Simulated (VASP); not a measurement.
# SnO (P2_1/m) in VASP: further runs

Runs on SnO. Level: PBE. Tasks: single point.

All numbers are computed with VASP 6.6.1; they aren't measurements. Logs are shortened: lines on timing, memory, paths and dates and some standing lists are left out, and cuts for length are marked.

## (1) The cell of the first run

Symmetry: P2_1/m, No. 11, monoclinic system. The conventional cell has a = 4.022 Å, b = 4.022 Å, c = 5.068 Å, α = 90.00°, β = 90.00°, γ = 90.00°. Sn (site symmetry m) has 4 O at 2.25 to 2.39 Å within 3.0 Å. O (site symmetry m) has 4 Sn at 2.25 to 2.39 Å and 4 O at 2.83 to 2.86 Å within 3.0 Å.

## (2) Single point, PBE (atoms displaced along a vibrational mode, the cell strained)

INCAR

```
PREC = Accurate
ENCUT = 520
EDIFF = 1E-6
ISMEAR = 0
SIGMA = 0.05
LREAL = F
LASPH = T
NELM = 60
ALGO = Normal
ISIF = 2
LWAVE = F
LCHARG = T
GGA = PE
LELF = T
LVHAR = T
NBANDS = 28
```

KPOINTS

```
regular mesh
0
Gamma
  10 10 8
```

POSCAR

```
SnO
1.0
    4.0219683724      0.0000000000      0.0000000000
    0.0000000000      4.0219683724      0.0000000000
    0.0000000000      0.0000000000      5.0679375214
Sn O
2 2
Direct
   -0.0215397020      0.5000000000      0.2286909982
    0.5215397020      0.0000000000      0.7713090018
    0.0022927840      0.0000000000      0.0000000000
    0.4977072160      0.5000000000      0.0000000000
```

Potentials or basis: VASP PAW PBE potentials, release 64 (Sn_d, O).

Launch:

```console
cat potpaw_PBE.64/Sn_d/POTCAR potpaw_PBE.64/O/POTCAR > POTCAR
mpirun -np 1 vasp_std > vasp.out
```

OUTCAR:

```text
PREC = Accurate
   ENCUT = 520
   EDIFF = 1E-6
   ISMEAR = 0
   LREAL = F
   LASPH = T
   NELM = 60
   ISIF = 2
   GGA = PE

 ion  position               nearest neighbor table
   1  0.978  0.500  0.229-   4 2.25   3 2.32   3 2.32   4 2.39   2 3.58   2 3.58
   2  0.522  0.000  0.771-   3 2.25   4 2.32   4 2.32   3 2.39   1 3.58   1 3.58
   3  0.002  0.000  0.000-   2 2.25   1 2.32   1 2.32   2 2.39
   4  0.498  0.500  0.000-   1 2.25   2 2.32   2 2.32   1 2.39

  LATTYP: Found a simple tetragonal cell.
 ALAT       =     4.0219683724
 C/A-ratio  =     1.2600639916

  Lattice vectors:

 A1 = (   4.0219683724,   0.0000000000,   0.0000000000)
 A2 = (   0.0000000000,   4.0219683724,   0.0000000000)
 A3 = (   0.0000000000,   0.0000000000,   5.0679375214)

Analysis of symmetry for initial positions (statically):
=====================================================================
 Subroutine PRICEL returns:
 Original cell was already a primitive cell.

 Routine SETGRP: Setting up the symmetry group for a
 simple tetragonal supercell.

 Subroutine GETGRP returns: Found  4 space group operations
 (whereof  2 operations were pure point group operations)
 out of a pool of 16 trial point group operations.

The static configuration has the point symmetry C_1h.
 The point group associated with its full space group is C_2h.

Analysis of symmetry for dynamics (positions and initial velocities):
=====================================================================
 Subroutine PRICEL returns:
 Original cell was already a primitive cell.

 Routine SETGRP: Setting up the symmetry group for a
 simple tetragonal supercell.

 Subroutine GETGRP returns: Found  4 space group operations
 (whereof  2 operations were pure point group operations)
 out of a pool of 16 trial point group operations.

The dynamic configuration has the point symmetry C_1h.
 The point group associated with its full space group is C_2h.

 Subroutine INISYM returns: Found  4 space group operations
 (whereof  2 operations are pure point group operations),
 and found     1 'primitive' translations

----------------------------------------------------------------------------------------

                                     Primitive cell

  volume of cell :      81.9801

  direct lattice vectors                    reciprocal lattice vectors
     4.021968372  0.000000000  0.000000000     0.248634476  0.000000000  0.000000000
     0.000000000  4.021968372  0.000000000     0.000000000  0.248634476  0.000000000
     0.000000000  0.000000000  5.067937521     0.000000000  0.000000000  0.197318928

  length of vectors
     4.021968372  4.021968372  5.067937521     0.248634476  0.248634476  0.197318928

  position of ions in fractional coordinates (direct lattice)
     0.978460298  0.500000000  0.228690998
     0.521539702  0.000000000  0.771309002
     0.002292784  0.000000000  0.000000000
     0.497707216  0.500000000  0.000000000

  ion indices of the primitive-cell ions
   primitive index   ion index
                 1           1
                 2           2
                 3           3
                 4           4

----------------------------------------------------------------------------------------

 KPOINTS: regular mesh

Automatic generation of k-mesh.
 Grid dimensions read from file:
 generate k-points for:   10   10    8

 Generating k-lattice:

  Cartesian coordinates                     Fractional coordinates (reciprocal lattice)
     0.024863448  0.000000000  0.000000000     0.100000000  0.000000000  0.000000000
     0.000000000  0.024863448  0.000000000     0.000000000  0.100000000  0.000000000
     0.000000000  0.000000000  0.024664866     0.000000000  0.000000000  0.125000000

  Length of vectors
     0.024863448  0.024863448  0.024664866

  Shift w.r.t. Gamma in fractional coordinates (k-lattice)
     0.000000000  0.000000000  0.000000000

 Subroutine IBZKPT returns following result:
 ===========================================

 Found    252 irreducible k-points:

 Following reciprocal coordinates:
            Coordinates               Weight
  0.000000  0.000000  0.000000      1.000000
  0.100000  0.000000  0.000000      2.000000
  0.000000  0.100000  0.000000      2.000000
  0.200000  0.000000  0.000000      2.000000
  0.000000  0.200000  0.000000      2.000000
  0.300000  0.000000  0.000000      2.000000
[... 16 lines left out ...]
 -0.200000  0.300000  0.000000      4.000000
  0.400000  0.200000  0.000000      4.000000
 [... further k-points ...]
   k-points           NKPTS =    252   k-points in BZ     NKDIM =    252   number of bands    NBANDS=     28
   number of dos      NEDOS =    301   number of ions     NIONS =      4
   total plane-waves  NPLWV =  36000
   dimension x,y,z NGX =    30 NGY =   30 NGZ =   40
   dimension x,y,z NGXF=    60 NGYF=   60 NGZF=   80
   ions per type =               2   2
   NGX,Y,Z   is equivalent  to a cutoff of  12.40, 12.40, 13.12 a.u.
   NGXF,Y,Z  is equivalent  to a cutoff of  24.80, 24.80, 26.24 a.u.
 SYSTEM =  unknown system
   PREC   = accura    normal or accurate (medium, high low for compatibility)
   ISTART =      0    job   : 0-new  1-cont  2-samecut
   ICHARG =      2    charge: 1-file 2-atom 10-const
   ISPIN  =      1    spin polarized calculation?
   LNONCOLLINEAR =      F non collinear calculations
   LSORBIT =      F    spin-orbit coupling
   LASPH  =      T    aspherical Exc in radial PAW
   ENCUT  =  520.0 eV  38.22 Ry    6.18 a.u.   7.48  7.48  9.42*2*pi/ulx,y,z
   NELM   =     60;   NELMIN=  2; NELMDL= -5     # of ELM steps
   EDIFF  = 0.1E-05   stopping-criterion for ELM
   LREAL  =      F    real-space projection
   EDIFFG = 0.1E-04   stopping-criterion for IOM
   NSW    =      0    number of steps for IOM
   IBRION =     -1    ionic relax: 0-MD 1-quasi-New 2-CG
   NFREE  =      0    steps in history (QN), initial steepest desc. (CG)
   ISIF   =      2    stress and relaxation
   ISYM   =      2    0-nonsym 1-usesym 2-fastsym
   POTIM  = 0.5000    time-step for ionic-motion
   TEBEG  =    0.0;   TEEND  =   0.0 temperature during run
   PSTRESS=    0.0 pullay stress
   NELECT =      40.0000    total number of electrons
   NUPDOWN=      -1.0000    fix difference up-down
   EMIN   =  10.00;   EMAX   =-10.00  energy-range for DOS
   EFERMI =   0.00;   METHOD = LEGACY
   ISMEAR =     0;   SIGMA  =   0.05  broadening in eV -4-tet -1-fermi 0-gaus
   EFERMI_NEDOS =   21; number of points for ismear=-14 and -15
   IALGO  =     38    algorithm
   IMIX   =      4    mixing-type and parameters
     AMIX     =   0.40;   BMIX     =  1.00
     AMIX_MAG =   1.60;   BMIX_MAG =  1.00
  volume/ion in A,a.u.               =      20.50       138.31
  Fermi-wavevector in a.u.,A,eV,Ry     =   1.288819  2.435515 22.600022  1.661055
  Thomas-Fermi vector in A             =   2.420750
   LORBIT       =      0    0 simple, 1 ext, 2 COOP (PROOUT), +10 PAW based schemes
   GGA     = PE    functional components
   LHFCALC =     F    Hartree Fock is set to
   AEXX    =    0.0000 exact exchange contribution
   IVDW    =     0    specifies the selected vdW correction
   LEPSILON=     F    determine dielectric tensor
   LRPA    =     F    only Hartree local field effects (RPA)
 non-spin polarized calculation
 Gauss-broadening in eV      SIGMA  =   0.05
  energy-cutoff  :      520.00
  volume of cell :       81.98
 maximum number of plane-waves:      2235
 NGX is ok and might be reduce to    30
   NGX = 15   NGY = 15   NGZ = 19

 number of electron      39.9999998 magnetization

 Free energy of the ion-electron system (eV)
  ---------------------------------------------------
  ext. energy  EPLUGINS =         0.00000000
  ---------------------------------------------------
  free energy    TOTEN  =       -22.56928051 eV

  energy without entropy =      -22.56928051  energy(sigma->0) =      -22.56928051

 E-fermi :   5.2469     XC(G=0):  -9.4474

 val. band max:        4.9704261910   @ k =   0.1000   0.1000   0.0000
 cond. band min:       5.8182658393   @ k =   0.5000   0.5000   0.0000
 fundamental gap:      0.8478396483
 Fermi energy:         5.2468848095

 k-point     1 :       0.0000    0.0000    0.0000
  band No.  band energies     occupation
      1     -16.3251      2.00000
      2     -16.0934      2.00000
      3     -16.0865      2.00000
      4     -16.0662      2.00000
      5     -16.0599      2.00000
      6     -16.0560      2.00000
[... 20 lines left out ...]
     27      12.0454      0.00000
     28      12.6332      0.00000

 k-point     2 :       0.1000    0.0000    0.0000
  band No.  band energies     occupation
      1     -16.3208      2.00000
      2     -16.0940      2.00000
      3     -16.0855      2.00000
      4     -16.0637      2.00000
      5     -16.0604      2.00000
      6     -16.0551      2.00000
[... 20 lines left out ...]
     27      12.1725      0.00000
     28      13.2221      0.00000

 k-point     3 :       0.0000    0.1000    0.0000
  band No.  band energies     occupation
      1     -16.3207      2.00000
      2     -16.0922      2.00000
      3     -16.0849      2.00000
      4     -16.0689      2.00000
      5     -16.0607      2.00000
      6     -16.0542      2.00000
[... 20 lines left out ...]
     27      12.2169      0.00000
     28      13.1907      0.00000

 k-point     4 :       0.2000    0.0000    0.0000
  band No.  band energies     occupation
      1     -16.3085      2.00000
      2     -16.1028      2.00000
      3     -16.0830      2.00000
      4     -16.0626      2.00000
      5     -16.0617      2.00000
      6     -16.0553      2.00000
[... 578 lines left out ...]
     27      13.1746      0.00000
     28      13.4225      0.00000

 k-point    23 :      -0.2000    0.3000    0.0000
  band No.  band energies     occupation
      1     -16.2842      2.00000
      2     -16.1678      2.00000
      3     -16.0782      2.00000
      4     -16.0664      2.00000
      5     -16.0627      2.00000
      6     -16.0538      2.00000
[... 20 lines left out ...]
     27      13.2129      0.00000
     28      13.4025      0.00000

 k-point    24 :       0.4000    0.2000    0.0000
  band No.  band energies     occupation
      1     -16.2681      2.00000
      2     -16.2029      2.00000
      3     -16.0736      2.00000
      4     -16.0691      2.00000
      5     -16.0612      2.00000
      6     -16.0473      2.00000
[... 20 lines left out ...]
     27      12.7848      0.00000
     28      13.2048      0.00000

 [... further k-points ...]

------------------------ aborting loop because EDIFF is reached ----------------------------------------

  FORCE on cell =-STRESS in cart. coord.  units (eV):
  Direction    XX          YY          ZZ          XY          YZ          ZX
  --------------------------------------------------------------------------------------
  -------------------------------------------------------------------------------------
  Total       -3.2831844     -3.4394983     -1.5474960      0.0000000      0.0000000      0.5742552
  in kB      -64.1648679    -67.2197856    -30.2434658      0.0000000      0.0000000     11.2229488
  external PRESSURE =     -53.8760398 kB  Pullay stress =       0.0000000 kB

 VOLUME and BASIS-vectors are now :
 -----------------------------------------------------------------------------
  energy-cutoff  :      520.00
  volume of cell :       81.98
      direct lattice vectors                 reciprocal lattice vectors
     4.021968372  0.000000000  0.000000000     0.248634476  0.000000000  0.000000000
     0.000000000  4.021968372  0.000000000     0.000000000  0.248634476  0.000000000
     0.000000000  0.000000000  5.067937521     0.000000000  0.000000000  0.197318928

 POSITION                                       TOTAL-FORCE (eV/Angst)
 -----------------------------------------------------------------------------------
      3.93534      2.01098      1.15899         0.270189      0.000000     -0.615125
      2.09762      0.00000      3.90895        -0.270189      0.000000      0.615125
      0.00922      0.00000      0.00000        -0.128168      0.000000      0.035453
      2.00176      2.01098      0.00000         0.128168      0.000000     -0.035453
 -----------------------------------------------------------------------------------
    total drift:                                0.000000     -0.000000      0.000000

  FREE ENERGIE OF THE ION-ELECTRON SYSTEM (eV)
  ---------------------------------------------------
  free  energy   TOTEN  =       -22.5692805064 eV

  energy  without entropy=      -22.5692805064  energy(sigma->0) =      -22.56928051
```

Run time: 8.4 min. Hardware: 1 thread of Intel Xeon Platinum 8259CL at 2.50GHz (Skylake/Cascade Lake), shared host; peak memory 0.53 GiB.

Results:

```yaml
Free_energy: -22.5693 eV
Pressure: -5.4 GPa
Largest_force: 0.672 eV/Å
Band_gap_on_the_k_mesh: 0.85 eV (least direct gap 1.85 eV)
```

Forces on the atoms (eV/Å):
```
Sn   0.270  0.000 -0.615
Sn  -0.270  0.000  0.615
O   -0.128  0.000  0.035
O    0.128  0.000 -0.035
```

Caveat: the cell differs from its parent crystal (atoms displaced along a vibrational mode, the cell strained); the cell stands under tension; spin-orbit coupling is left out, which moves the levels of the heavy elements. A k mesh can miss the band edges.

[end of part 1 of 2]
